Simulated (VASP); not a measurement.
# Ir (Fm-3m) in VASP: a series of runs

The runs below take Ir through single point, relaxation of cell and atoms, with PBEsol.

Everything below comes from runs of VASP 6.6.1. Logs are shortened: lines on timing, memory, paths and dates and some standing lists are left out, and cuts for length are marked.

**1. The cell of the first run**

Symmetry: Fm-3m, No. 225, cubic system. The conventional cell has a = 3.829 Å, b = 3.829 Å, c = 3.829 Å, α = 90.00°, β = 90.00°, γ = 90.00°. Ir (site symmetry m-3m) has 12 Ir at 2.71 Å within 3.6 Å.

**2. Single point, PBEsol**

The input, INCAR:

```
PREC     = Accurate       # precision mode
ENCUT    = 520            # plane-wave cutoff, eV
EDIFF    = 1E-6           # SCF threshold, eV
ISMEAR   = 0              # smearing method
SIGMA    = 0.1            # smearing width, eV
LREAL    = F              # projectors in reciprocal space
LASPH    = T              # aspherical terms in the spheres
NELM     = 60             # most SCF steps
ALGO     = Normal         # electronic algorithm
ISIF     = 2              # what is computed and relaxed
LWAVE    = F              # write WAVECAR
LCHARG   = F              # write CHGCAR
GGA      = PS             # functional
NBANDS   = 10             # bands
```

The input, KPOINTS:

```
regular mesh
0
Gamma
  12 12 12
```

The input, POSCAR:

```
Ir
1.0
    0.0000000000      1.9143877087      1.9143877087
    1.9143877087      0.0000000000      1.9143877087
    1.9143877087      1.9143877087      0.0000000000
Ir
1
Direct
    0.0000000000      0.0000000000      0.0000000000
```

Potentials or basis: VASP PAW PBE potentials, release 64 (Ir).

Launch:

```
cat potpaw_PBE.64/Ir/POTCAR > POTCAR
mpirun -np 1 vasp_std > vasp.out
```

OUTCAR:

```text
PREC = Accurate
   ENCUT = 520
   EDIFF = 1E-6
   ISMEAR = 0
   LREAL = F
   LASPH = T
   NELM = 60
   ISIF = 2
   GGA = PS

 ion  position               nearest neighbor table
   1  0.000  0.000  0.000-

  LATTYP: Found a face centered cubic cell.
 ALAT       =     3.8287754174

  Lattice vectors:

 A1 = (   0.0000000000,   1.9143877087,   1.9143877087)
 A2 = (   1.9143877087,   0.0000000000,   1.9143877087)
 A3 = (   1.9143877087,   1.9143877087,   0.0000000000)

Analysis of symmetry for initial positions (statically):
=====================================================================
 Subroutine PRICEL returns:
 Original cell was already a primitive cell.

 Routine SETGRP: Setting up the symmetry group for a
 face centered cubic supercell.

 Subroutine GETGRP returns: Found 48 space group operations
 (whereof 48 operations were pure point group operations)
 out of a pool of 48 trial point group operations.

The static configuration has the point symmetry O_h .

Analysis of symmetry for dynamics (positions and initial velocities):
=====================================================================
 Subroutine PRICEL returns:
 Original cell was already a primitive cell.

 Routine SETGRP: Setting up the symmetry group for a
 face centered cubic supercell.

 Subroutine GETGRP returns: Found 48 space group operations
 (whereof 48 operations were pure point group operations)
 out of a pool of 48 trial point group operations.

The dynamic configuration has the point symmetry O_h .

 Subroutine INISYM returns: Found 48 space group operations
 (whereof 48 operations are pure point group operations),
 and found     1 'primitive' translations

----------------------------------------------------------------------------------------

                                     Primitive cell

  volume of cell :      14.0320

  direct lattice vectors                    reciprocal lattice vectors
     0.000000000  1.914387709  1.914387709    -0.261180114  0.261180114  0.261180114
     1.914387709  0.000000000  1.914387709     0.261180114 -0.261180114  0.261180114
     1.914387709  1.914387709  0.000000000     0.261180114  0.261180114 -0.261180114

  length of vectors
     2.707353061  2.707353061  2.707353061     0.452377227  0.452377227  0.452377227

  position of ions in fractional coordinates (direct lattice)
     0.000000000  0.000000000  0.000000000

  ion indices of the primitive-cell ions
   primitive index   ion index
                 1           1

----------------------------------------------------------------------------------------

 KPOINTS: regular mesh

Automatic generation of k-mesh.
 Grid dimensions read from file:
 generate k-points for:   12   12   12

 Generating k-lattice:

  Cartesian coordinates                     Fractional coordinates (reciprocal lattice)
    -0.021765010  0.021765010  0.021765010     0.083333333  0.000000000  0.000000000
     0.021765010 -0.021765010  0.021765010     0.000000000  0.083333333  0.000000000
     0.021765010  0.021765010 -0.021765010     0.000000000  0.000000000  0.083333333

  Length of vectors
     0.037698102  0.037698102  0.037698102

  Shift w.r.t. Gamma in fractional coordinates (k-lattice)
     0.000000000  0.000000000  0.000000000

 Subroutine IBZKPT returns following result:
 ===========================================

 Found     72 irreducible k-points:

 Following reciprocal coordinates:
            Coordinates               Weight
  0.000000  0.000000  0.000000      1.000000
  0.083333  0.000000  0.000000      8.000000
  0.166667  0.000000  0.000000      8.000000
  0.250000  0.000000  0.000000      8.000000
  0.333333  0.000000  0.000000      8.000000
  0.416667  0.000000  0.000000      8.000000
[... 16 lines left out ...]
  0.500000  0.166667  0.000000     24.000000
 -0.416667  0.166667  0.000000     24.000000
 [... further k-points ...]
   k-points           NKPTS =     72   k-points in BZ     NKDIM =     72   number of bands    NBANDS=     10
   number of dos      NEDOS =    301   number of ions     NIONS =      1
   total plane-waves  NPLWV =   8000
   dimension x,y,z NGX =    20 NGY =   20 NGZ =   20
   dimension x,y,z NGXF=    40 NGYF=   40 NGZF=   40
   ions per type =               1
   NGX,Y,Z   is equivalent  to a cutoff of  12.28, 12.28, 12.28 a.u.
   NGXF,Y,Z  is equivalent  to a cutoff of  24.56, 24.56, 24.56 a.u.
 SYSTEM =  unknown system
   PREC   = accura    normal or accurate (medium, high low for compatibility)
   ISTART =      0    job   : 0-new  1-cont  2-samecut
   ICHARG =      2    charge: 1-file 2-atom 10-const
   ISPIN  =      1    spin polarized calculation?
   LNONCOLLINEAR =      F non collinear calculations
   LSORBIT =      F    spin-orbit coupling
   LASPH  =      T    aspherical Exc in radial PAW
   ENCUT  =  520.0 eV  38.22 Ry    6.18 a.u.   5.03  5.03  5.03*2*pi/ulx,y,z
   NELM   =     60;   NELMIN=  2; NELMDL= -5     # of ELM steps
   EDIFF  = 0.1E-05   stopping-criterion for ELM
   LREAL  =      F    real-space projection
   EDIFFG = 0.1E-04   stopping-criterion for IOM
   NSW    =      0    number of steps for IOM
   IBRION =     -1    ionic relax: 0-MD 1-quasi-New 2-CG
   NFREE  =      0    steps in history (QN), initial steepest desc. (CG)
   ISIF   =      2    stress and relaxation
   ISYM   =      2    0-nonsym 1-usesym 2-fastsym
   POTIM  = 0.5000    time-step for ionic-motion
   TEBEG  =    0.0;   TEEND  =   0.0 temperature during run
   PSTRESS=    0.0 pullay stress
   NELECT =       9.0000    total number of electrons
   NUPDOWN=      -1.0000    fix difference up-down
   EMIN   =  10.00;   EMAX   =-10.00  energy-range for DOS
   EFERMI =   0.00;   METHOD = LEGACY
   ISMEAR =     0;   SIGMA  =   0.10  broadening in eV -4-tet -1-fermi 0-gaus
   EFERMI_NEDOS =   21; number of points for ismear=-14 and -15
   IALGO  =     38    algorithm
   IMIX   =      4    mixing-type and parameters
     AMIX     =   0.40;   BMIX     =  1.00
     AMIX_MAG =   1.60;   BMIX_MAG =  1.00
  volume/ion in A,a.u.               =      14.03        94.69
  Fermi-wavevector in a.u.,A,eV,Ry     =   1.411830  2.667972 27.120006  1.993264
  Thomas-Fermi vector in A             =   2.533641
   LORBIT       =      0    0 simple, 1 ext, 2 COOP (PROOUT), +10 PAW based schemes
   GGA     = PS    functional components
   LHFCALC =     F    Hartree Fock is set to
   AEXX    =    0.0000 exact exchange contribution
   IVDW    =     0    specifies the selected vdW correction
   LEPSILON=     F    determine dielectric tensor
   LRPA    =     F    only Hartree local field effects (RPA)
 non-spin polarized calculation
 Gauss-broadening in eV      SIGMA  =   0.10
  energy-cutoff  :      520.00
  volume of cell :       14.03
 maximum number of plane-waves:       388
   NGX =  9   NGY =  9   NGZ =  9

 number of electron       9.0000000 magnetization

 Free energy of the ion-electron system (eV)
  ---------------------------------------------------
  ext. energy  EPLUGINS =         0.00000000
  ---------------------------------------------------
  free energy    TOTEN  =        -9.83970391 eV

  energy without entropy =       -9.83700703  energy(sigma->0) =       -9.83835547

 E-fermi :  10.4332     XC(G=0): -14.1503

 val. band max:       10.4238063666   @ k =  -0.2500   0.0833   0.0000
 cond. band min:      10.5130480086   @ k =   0.4167   0.4167   0.0000
 fundamental gap:      0.0892416420
 Fermi energy:        10.4331873841

 k-point     1 :       0.0000    0.0000    0.0000
  band No.  band energies     occupation
      1      -0.8906      2.00000
      2       6.4344      2.00000
      3       6.4344      2.00000
      4       6.4344      2.00000
      5       9.1820      2.00000
      6       9.1820      2.00000
      7      24.6949      0.00000
      8      30.3127      0.00000
      9      30.3127      0.00000
     10      30.3127      0.00000

 k-point     2 :       0.0833    0.0000    0.0000
  band No.  band energies     occupation
      1      -0.5814      2.00000
      2       6.2725      2.00000
      3       6.5663      2.00000
      4       6.5663      2.00000
      5       9.0993      2.00000
      6       9.0993      2.00000
      7      25.2260      0.00000
      8      28.8562      0.00000
      9      30.8243      0.00000
     10      30.8243      0.00000

 k-point     3 :       0.1667    0.0000    0.0000
  band No.  band energies     occupation
      1       0.2671      2.00000
      2       5.9462      2.00000
      3       6.8347      2.00000
      4       6.8347      2.00000
      5       9.0194      2.00000
      6       9.0194      2.00000
      7      26.2851      0.00000
      8      26.7467      0.00000
      9      32.2521      0.00000
     10      32.2521      0.00000

 k-point     4 :       0.2500    0.0000    0.0000
  band No.  band energies     occupation
      1       1.3378      2.00000
      2       5.9107      2.00000
      3       6.8865      2.00000
      4       6.8865      2.00000
      5       9.3601      2.00000
      6       9.3601      2.00000
      7      24.1719      0.00000
      8      27.2026      0.00000
      9      34.1645      0.00000
     10      34.1648      0.00000
[... 222 lines left out ...]
 k-point    22 :       0.4167    0.1667    0.0000
  band No.  band energies     occupation
      1       2.9582      2.00000
      2       5.4933      2.00000
      3       6.2002      2.00000
      4       7.5273      2.00000
      5      11.2212      0.00000
      6      11.5437      0.00000
      7      20.8875      0.00000
      8      26.6348      0.00000
      9      28.7686      0.00000
     10      30.9307      0.00000

 k-point    23 :       0.5000    0.1667    0.0000
  band No.  band energies     occupation
      1       3.0419      2.00000
      2       5.5316      2.00000
      3       6.9914      2.00000
      4       7.2852      2.00000
      5      11.3843      0.00000
      6      13.5797      0.00000
      7      17.9799      0.00000
      8      25.8908      0.00000
      9      28.7741      0.00000
     10      29.3131      0.00000

 k-point    24 :      -0.4167    0.1667    0.0000
  band No.  band energies     occupation
      1       3.1134      2.00000
      2       5.5571      2.00000
      3       7.1714      2.00000
      4       7.3333      2.00000
      5      10.8481      0.00000
      6      14.1773      0.00000
      7      17.6680      0.00000
      8      25.7174      0.00000
      9      27.9938      0.00000
     10      30.0234      0.00000

 [... further k-points ...]

------------------------ aborting loop because EDIFF is reached ----------------------------------------

  FORCE on cell =-STRESS in cart. coord.  units (eV):
  Direction    XX          YY          ZZ          XY          YZ          ZX
  --------------------------------------------------------------------------------------
  -------------------------------------------------------------------------------------
  Total        0.0901160      0.0901160      0.0901160     -0.0000000      0.0000000     -0.0000000
  in kB       10.2894671     10.2894671     10.2894671     -0.0000000      0.0000000     -0.0000000
  external PRESSURE =      10.2894671 kB  Pullay stress =       0.0000000 kB

 VOLUME and BASIS-vectors are now :
 -----------------------------------------------------------------------------
  energy-cutoff  :      520.00
  volume of cell :       14.03
      direct lattice vectors                 reciprocal lattice vectors
     0.000000000  1.914387709  1.914387709    -0.261180114  0.261180114  0.261180114
     1.914387709  0.000000000  1.914387709     0.261180114 -0.261180114  0.261180114
     1.914387709  1.914387709  0.000000000     0.261180114  0.261180114 -0.261180114

 POSITION                                       TOTAL-FORCE (eV/Angst)
 -----------------------------------------------------------------------------------
      0.00000      0.00000      0.00000         0.000000      0.000000      0.000000
 -----------------------------------------------------------------------------------
    total drift:                                0.000000      0.000000      0.000000

  FREE ENERGIE OF THE ION-ELECTRON SYSTEM (eV)
  ---------------------------------------------------
  free  energy   TOTEN  =        -9.8397039063 eV

  energy  without entropy=       -9.8370070321  energy(sigma->0) =       -9.83835547
```

Run time: 16 s. Hardware: 1 thread of Intel Xeon 6975P-C, shared host; peak memory 0.13 GiB.

What came out:

| Property | Result |
| --- | --- |
| Free energy | -9.8397 eV |
| Pressure | 1.0 GPa |

Levels at points of the mesh, in eV from the Fermi level:
```csv
k point,band 1,band 2,band 3,band 4,band 5,band 6,band 7,band 8
"(0.00, 0.00, 0.00)",-11.32,-4.00,-4.00,-4.00,-1.25,-1.25,14.26,19.88
"(0.50, 0.00, 0.00)",-8.27,-4.10,-4.10,-0.89,0.87,0.87,7.26,13.79
"(0.50, 0.50, 0.00)",-8.09,-7.50,0.85,1.45,1.45,1.60,10.53,11.66
```

Caveat: the PAW data sets were made with another functional, which shifts forces and pressure a little; spin-orbit coupling is left out, which moves the levels of the heavy elements.

[end of part 1 of 2]
